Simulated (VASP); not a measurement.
# AlGa3P4 (I-42m) in VASP: notebook

The runs below take AlGa3P4 through single point, with PBE.

All numbers are computed with VASP 6.6.1; they aren't measurements. Logs are shortened: lines on timing, memory, paths and dates and some standing lists are left out, and cuts for length are marked.

## Step 1: The cell of the first run

The structure is tetragonal, space group I-42m (No. 121). Conventional cell: a = 5.507 Å, b = 5.507 Å, c = 11.014 Å, α = 90.00°, β = 90.00°, γ = 90.00°. Within 3.1 Å of Al (site symmetry -42m) lie 4 P at 2.38 Å. Within 3.2 Å of Ga (site symmetry -42m) lie 4 P at 2.39 Å. Within 3.2 Å of Ga (site symmetry -4) lie 4 P at 2.39 Å. P (site symmetry m) has 1 Al at 2.38 Å and 3 Ga at 2.39 Å within 3.1 Å.

## Step 2: Single point, PBE

Contents of INCAR:

```
PREC = Accurate ; ENCUT = 520
EDIFF = 1E-6 ; ISMEAR = 0
SIGMA = 0.1 ; LREAL = F
LASPH = T ; NELM = 60
ALGO = Normal ; ISIF = 2
LWAVE = F ; LCHARG = F
GGA = PE ; NBANDS = 41
```

Contents of KPOINTS:

```
regular mesh
0
Gamma
  4 4 4
```

Contents of POSCAR:

```
AlGa3P4
1.0
   -2.7536302000      2.7536302000      5.5070794000
    2.7536302000     -2.7536302000      5.5070794000
    2.7536302000      2.7536302000     -5.5070794000
Al Ga P
1 3 4
Direct
    0.5000000000      0.5000000000      0.0000000000
    0.0000000000      0.0000000000      0.0000000000
    0.2500000000      0.7500000000      0.5000000000
    0.7500000000      0.2500000000      0.5000000000
    0.1256490000      0.1256490000      0.5007810000
    0.3751320000      0.8743510000      0.0000000000
    0.6248680000      0.6248680000      0.4992190000
    0.8743510000      0.3751320000      0.0000000000
```

Potentials or basis: VASP PAW PBE potentials, release 64 (Al, Ga_d, P).

On the command line:

```bash
> cat potpaw_PBE.64/Al/POTCAR potpaw_PBE.64/Ga_d/POTCAR potpaw_PBE.64/P/POTCAR > POTCAR
> mpirun -np 1 vasp_std > vasp.out
```

OUTCAR:

```text
PREC = Accurate
   ENCUT = 520
   EDIFF = 1E-6
   ISMEAR = 0
   LREAL = F
   LASPH = T
   NELM = 60
   ISIF = 2
   GGA = PE

 ion  position               nearest neighbor table
   1  0.500  0.500  0.000-   5 2.38   6 2.38   7 2.38   8 2.38
   2  0.000  0.000  0.000-   5 2.39   6 2.39   8 2.39   7 2.39
   3  0.250  0.750  0.500-   5 2.39   6 2.39   7 2.39   8 2.39
   4  0.750  0.250  0.500-   5 2.39   7 2.39   8 2.39   6 2.39
   5  0.126  0.126  0.501-   1 2.38   2 2.39   4 2.39   3 2.39
   6  0.375  0.874  0.000-   1 2.38   2 2.39   4 2.39   3 2.39
   7  0.625  0.625  0.499-   1 2.38   2 2.39   3 2.39   4 2.39
   8  0.874  0.375  0.000-   1 2.38   2 2.39   3 2.39   4 2.39

  LATTYP: Found a body centered tetragonal cell.
 ALAT       =     5.5072604000
 C/A-ratio  =     1.9999342686

  Lattice vectors:

 A1 = (  -2.7536302000,   2.7536302000,   5.5070794000)
 A2 = (   2.7536302000,  -2.7536302000,   5.5070794000)
 A3 = (   2.7536302000,   2.7536302000,  -5.5070794000)

Analysis of symmetry for initial positions (statically):
=====================================================================
 Subroutine PRICEL returns:
 Original cell was already a primitive cell.

 Routine SETGRP: Setting up the symmetry group for a
 body centered tetragonal supercell.

 Subroutine GETGRP returns: Found  8 space group operations
 (whereof  8 operations were pure point group operations)
 out of a pool of 16 trial point group operations.

The static configuration has the point symmetry D_2d.

Analysis of symmetry for dynamics (positions and initial velocities):
=====================================================================
 Subroutine PRICEL returns:
 Original cell was already a primitive cell.

 Routine SETGRP: Setting up the symmetry group for a
 body centered tetragonal supercell.

 Subroutine GETGRP returns: Found  8 space group operations
 (whereof  8 operations were pure point group operations)
 out of a pool of 16 trial point group operations.

The dynamic configuration has the point symmetry D_2d.

 Subroutine INISYM returns: Found  8 space group operations
 (whereof  8 operations are pure point group operations),
 and found     1 'primitive' translations

----------------------------------------------------------------------------------------

                                     Primitive cell

  volume of cell :     167.0293

  direct lattice vectors                    reciprocal lattice vectors
    -2.753630200  2.753630200  5.507079400     0.000000000  0.181578485  0.090792226
     2.753630200 -2.753630200  5.507079400     0.181578485  0.000000000  0.090792226
     2.753630200  2.753630200 -5.507079400     0.181578485  0.181578485  0.000000000

  length of vectors
     6.744841145  6.744841145  6.744841145     0.203012252  0.203012252  0.256790756

  position of ions in fractional coordinates (direct lattice)
     0.500000000  0.500000000  0.000000000
     0.000000000  0.000000000  0.000000000
     0.250000000  0.750000000  0.500000000
     0.750000000  0.250000000  0.500000000
     0.125649000  0.125649000  0.500781000
     0.375132000  0.874351000  0.000000000
     0.624868000  0.624868000  0.499219000
     0.874351000  0.375132000  0.000000000

  ion indices of the primitive-cell ions
   primitive index   ion index
                 1           1
                 2           2
                 3           3
                 4           4
                 5           5
                 6           6
                 7           7
                 8           8

----------------------------------------------------------------------------------------

 KPOINTS: regular mesh

Automatic generation of k-mesh.
 Grid dimensions read from file:
 generate k-points for:    4    4    4

 Generating k-lattice:

  Cartesian coordinates                     Fractional coordinates (reciprocal lattice)
     0.000000000  0.045394621  0.022698057     0.250000000  0.000000000  0.000000000
     0.045394621  0.000000000  0.022698057     0.000000000  0.250000000  0.000000000
     0.045394621  0.045394621  0.000000000     0.000000000  0.000000000  0.250000000

  Length of vectors
     0.050753063  0.050753063  0.064197689

  Shift w.r.t. Gamma in fractional coordinates (k-lattice)
     0.000000000  0.000000000  0.000000000

 Subroutine IBZKPT returns following result:
 ===========================================

 Found     13 irreducible k-points:

 Following reciprocal coordinates:
            Coordinates               Weight
  0.000000  0.000000  0.000000      1.000000
  0.250000  0.000000  0.000000      8.000000
  0.500000  0.000000  0.000000      4.000000
  0.250000  0.250000  0.000000      8.000000
  0.500000  0.250000  0.000000     16.000000
 -0.250000  0.250000  0.000000      4.000000
  0.500000  0.500000  0.000000      2.000000
  0.250000  0.250000  0.250000      2.000000
 -0.250000  0.250000  0.250000      4.000000
  0.500000  0.500000  0.250000      4.000000
 -0.250000  0.500000  0.250000      8.000000
 -0.250000 -0.250000  0.250000      2.000000
  0.500000  0.500000  0.500000      1.000000
   k-points           NKPTS =     13   k-points in BZ     NKDIM =     13   number of bands    NBANDS=     41
   number of dos      NEDOS =    301   number of ions     NIONS =      8
   total plane-waves  NPLWV = 125000
   dimension x,y,z NGX =    50 NGY =   50 NGZ =   50
   dimension x,y,z NGXF=   100 NGYF=  100 NGZF=  100
   ions per type =               1   3   4
   NGX,Y,Z   is equivalent  to a cutoff of  12.32, 12.32, 12.32 a.u.
   NGXF,Y,Z  is equivalent  to a cutoff of  24.65, 24.65, 24.65 a.u.
 SYSTEM =  unknown system
   PREC   = accura    normal or accurate (medium, high low for compatibility)
   ISTART =      0    job   : 0-new  1-cont  2-samecut
   ICHARG =      2    charge: 1-file 2-atom 10-const
   ISPIN  =      1    spin polarized calculation?
   LNONCOLLINEAR =      F non collinear calculations
   LSORBIT =      F    spin-orbit coupling
   LASPH  =      T    aspherical Exc in radial PAW
   ENCUT  =  520.0 eV  38.22 Ry    6.18 a.u.  12.54 12.54 12.54*2*pi/ulx,y,z
   NELM   =     60;   NELMIN=  2; NELMDL= -5     # of ELM steps
   EDIFF  = 0.1E-05   stopping-criterion for ELM
   LREAL  =      F    real-space projection
   EDIFFG = 0.1E-04   stopping-criterion for IOM
   NSW    =      0    number of steps for IOM
   IBRION =     -1    ionic relax: 0-MD 1-quasi-New 2-CG
   NFREE  =      0    steps in history (QN), initial steepest desc. (CG)
   ISIF   =      2    stress and relaxation
   ISYM   =      2    0-nonsym 1-usesym 2-fastsym
   POTIM  = 0.5000    time-step for ionic-motion
   TEBEG  =    0.0;   TEEND  =   0.0 temperature during run
   PSTRESS=    0.0 pullay stress
   NELECT =      62.0000    total number of electrons
   NUPDOWN=      -1.0000    fix difference up-down
   EMIN   =  10.00;   EMAX   =-10.00  energy-range for DOS
   EFERMI =   0.00;   METHOD = LEGACY
   ISMEAR =     0;   SIGMA  =   0.10  broadening in eV -4-tet -1-fermi 0-gaus
   EFERMI_NEDOS =   21; number of points for ismear=-14 and -15
   IALGO  =     38    algorithm
   IMIX   =      4    mixing-type and parameters
     AMIX     =   0.40;   BMIX     =  1.00
     AMIX_MAG =   1.60;   BMIX_MAG =  1.00
  volume/ion in A,a.u.               =      20.88       140.90
  Fermi-wavevector in a.u.,A,eV,Ry     =   1.176543  2.223344 18.833917  1.384254
  Thomas-Fermi vector in A             =   2.312905
   LORBIT       =      0    0 simple, 1 ext, 2 COOP (PROOUT), +10 PAW based schemes
   GGA     = PE    functional components
   LHFCALC =     F    Hartree Fock is set to
   AEXX    =    0.0000 exact exchange contribution
   IVDW    =     0    specifies the selected vdW correction
   LEPSILON=     F    determine dielectric tensor
   LRPA    =     F    only Hartree local field effects (RPA)
 non-spin polarized calculation
 Gauss-broadening in eV      SIGMA  =   0.10
  energy-cutoff  :      520.00
  volume of cell :      167.03
 maximum number of plane-waves:      4566
   NGX = 25   NGY = 25   NGZ = 25

 number of electron      61.9999984 magnetization

 Free energy of the ion-electron system (eV)
  ---------------------------------------------------
  ext. energy  EPLUGINS =         0.00000000
  ---------------------------------------------------
  free energy    TOTEN  =       -37.73572150 eV

  energy without entropy =      -37.73572150  energy(sigma->0) =      -37.73572150

 E-fermi :   4.7738     XC(G=0):  -9.5467

 val. band max:        4.3347024643   @ k =   0.0000   0.0000   0.0000
 cond. band min:       5.9625324024   @ k =   0.5000   0.5000   0.0000
 fundamental gap:      1.6278299381
 Fermi energy:         4.7738105855

 k-point     1 :       0.0000    0.0000    0.0000
  band No.  band energies     occupation
      1     -10.1340      2.00000
      2     -10.1218      2.00000
      3     -10.1218      2.00000
      4     -10.0478      2.00000
      5     -10.0478      2.00000
      6     -10.0412      2.00000
[... 33 lines left out ...]
     40       9.1849      0.00000
     41       9.5666      0.00000

 k-point     2 :       0.2500    0.0000    0.0000
  band No.  band energies     occupation
      1     -10.1275      2.00000
      2     -10.1214      2.00000
      3     -10.1164      2.00000
      4     -10.0593      2.00000
      5     -10.0431      2.00000
      6     -10.0409      2.00000
[... 33 lines left out ...]
     40       9.5036      0.00000
     41       9.6696      0.00000

 k-point     3 :       0.5000    0.0000    0.0000
  band No.  band energies     occupation
      1     -10.1260      2.00000
      2     -10.1148      2.00000
      3     -10.1057      2.00000
      4     -10.0764      2.00000
      5     -10.0356      2.00000
      6     -10.0350      2.00000
[... 391 lines left out ...]
      2     -10.1275      2.00000
      3     -10.1275      2.00000
      4     -10.0512      2.00000
      5     -10.0408      2.00000
      6     -10.0408      2.00000
[... 33 lines left out ...]
     40       9.2637      0.00000
     41       9.2637      0.00000

 k-point    13 :       0.5000    0.5000    0.5000
  band No.  band energies     occupation
      1     -10.1322      2.00000
      2     -10.1322      2.00000
      3     -10.1205      2.00000
      4     -10.0628      2.00000
      5     -10.0351      2.00000
      6     -10.0351      2.00000
[... 33 lines left out ...]
     40      10.9582      0.00000
     41      11.0001      0.00000

------------------------ aborting loop because EDIFF is reached ----------------------------------------

  FORCE on cell =-STRESS in cart. coord.  units (eV):
  Direction    XX          YY          ZZ          XY          YZ          ZX
  --------------------------------------------------------------------------------------
  -------------------------------------------------------------------------------------
  Total       -0.0437914     -0.0437914     -0.0582040      0.0000000     -0.0000000      0.0000000
  in kB       -0.4200559     -0.4200559     -0.5583037      0.0000000     -0.0000000      0.0000000
  external PRESSURE =      -0.4661385 kB  Pullay stress =       0.0000000 kB

 VOLUME and BASIS-vectors are now :
 -----------------------------------------------------------------------------
  energy-cutoff  :      520.00
  volume of cell :      167.03
      direct lattice vectors                 reciprocal lattice vectors
    -2.753630200  2.753630200  5.507079400     0.000000000  0.181578485  0.090792226
     2.753630200 -2.753630200  5.507079400     0.181578485  0.000000000  0.090792226
     2.753630200  2.753630200 -5.507079400     0.181578485  0.181578485  0.000000000

 POSITION                                       TOTAL-FORCE (eV/Angst)
 -----------------------------------------------------------------------------------
      0.00000      0.00000      5.50708        -0.000000     -0.000000     -0.000000
      0.00000      0.00000      0.00000        -0.000000     -0.000000      0.000000
      2.75363      0.00000      2.75354        -0.000000     -0.000000      0.000000
      0.00000      2.75363      2.75354        -0.000000     -0.000000      0.000000
      1.37897      1.37897     -1.37392         0.003201      0.003201      0.003471
      1.37466     -1.37466      6.88100        -0.003201      0.003201     -0.003471
      1.37466      1.37466      4.13316        -0.003201     -0.003201      0.003471
     -1.37466      1.37466      6.88100         0.003201     -0.003201     -0.003471
 -----------------------------------------------------------------------------------
    total drift:                               -0.000008     -0.000008      0.000000

  FREE ENERGIE OF THE ION-ELECTRON SYSTEM (eV)
  ---------------------------------------------------
  free  energy   TOTEN  =       -37.7357215023 eV

  energy  without entropy=      -37.7357215023  energy(sigma->0) =      -37.73572150
```

Run time: 97 s. Hardware: 1 thread of Intel Xeon Platinum 8488C (Sapphire Rapids), shared host; peak memory 0.38 GiB.

What came out:

- Free energy: -37.7357 eV
- Pressure: 0.0 GPa
- Largest force: 0.006 eV/Å
- Band gap on the k mesh: 1.63 eV, indirect (least direct gap 1.71 eV)

Forces on the atoms (eV/Å):
```
Al   0.000  0.000  0.000
Ga   0.000  0.000  0.000
Ga   0.000  0.000  0.000
Ga   0.000  0.000  0.000
P    0.003  0.003  0.003
P   -0.003  0.003 -0.003
P   -0.003 -0.003  0.003
P    0.003 -0.003 -0.003
```

Levels at points of the mesh, in eV from the valence-band top:
```
           k point  band 27  band 28  band 29  band 30  band 31  band 32  band 33  band 34  band 35  band 36
(0.00, 0.00, 0.00)    -2.44    -2.44    -0.01     0.00     0.00     1.71     1.78     2.14     4.05     4.05
(0.50, 0.00, 0.00)    -2.16    -2.11    -2.09    -1.17    -1.08     3.25     3.30     3.67     3.84     4.11
(0.50, 0.50, 0.00)    -1.06    -1.01    -1.01    -0.95    -0.94     1.63     2.00     3.23     3.45     4.64
(0.50, 0.50, 0.50)    -2.43    -1.57    -1.57    -1.45    -1.45     1.70     1.70     1.75     2.00     2.26
```

A k mesh can miss the band edges.

## Step 3: Single point, PBE (volume scaled by 1.03, then relaxed in part)

Contents of INCAR:

```
ALGO = Normal
EDIFF = 1E-7
ENCUT = 520
GGA = PE
ISIF = 2
ISMEAR = 0
LASPH = T
LCHARG = T
LELF = T
LREAL = F
LVHAR = T
LWAVE = F
NBANDS = 41
NELM = 80
PREC = Accurate
SIGMA = 0.02
```

Contents of KPOINTS:

```
k-points
0
Gamma
  8 8 8
```

Edit POSCAR of step 2 so:

```diff
@@ -2,5 +2,5 @@
 1.0
-   -2.7536302000      2.7536302000      5.5070794000
-    2.7536302000     -2.7536302000      5.5070794000
-    2.7536302000      2.7536302000     -5.5070794000
+   -2.7808956385      2.7808956385      5.5616084849
+    2.7808956385     -2.7808956385      5.5616084849
+    2.7808956385      2.7808956385     -5.5616084849
 Al Ga P
```

Potentials or basis: VASP PAW PBE potentials, release 64 (Al, Ga_d, P).

On the command line:

```bash
> cat potpaw_PBE.64/Al/POTCAR potpaw_PBE.64/Ga_d/POTCAR potpaw_PBE.64/P/POTCAR > POTCAR
> mpirun -np 1 vasp_std > vasp.out
```

Wall time 22 min (1 thread of Intel Xeon 8259CL, shared host); peak memory 0.62 GiB.

The run converged. Its results:

* Free energy: -37.7078 eV
* Pressure: -2.2 GPa
* Largest force: 0.017 eV/Å
* Band gap on the k mesh: 1.54 eV, indirect (least direct gap 1.63 eV)

Forces in eV/Å, atoms in the order of the input:
```
Al   0.000  0.000  0.000
Ga   0.000  0.000  0.000
Ga   0.000  0.000  0.000
Ga   0.000  0.000  0.000
P    0.010  0.010  0.010
P   -0.010  0.010 -0.010
P   -0.010 -0.010  0.010
P    0.010 -0.010 -0.010
```

Levels at points of the mesh, in eV from the valence-band top:
| k point | band 29 | band 30 | band 31 | band 32 | band 33 | band 34 |
| --- | --- | --- | --- | --- | --- | --- |
| (0.00, 0.00, 0.00) | -0.01 | 0.00 | 0.00 | 1.63 | 1.77 | 2.07 |
| (0.50, 0.00, 0.00) | -2.01 | -1.13 | -1.04 | 3.21 | 3.24 | 3.62 |
| (0.50, 0.50, 0.00) | -0.97 | -0.92 | -0.91 | 1.54 | 1.91 | 3.16 |
| (0.50, 0.50, 0.50) | -1.51 | -1.40 | -1.40 | 1.76 | 1.76 | 1.77 |

 A k mesh can miss the band edges.

(Continued in part 2 of 2.)
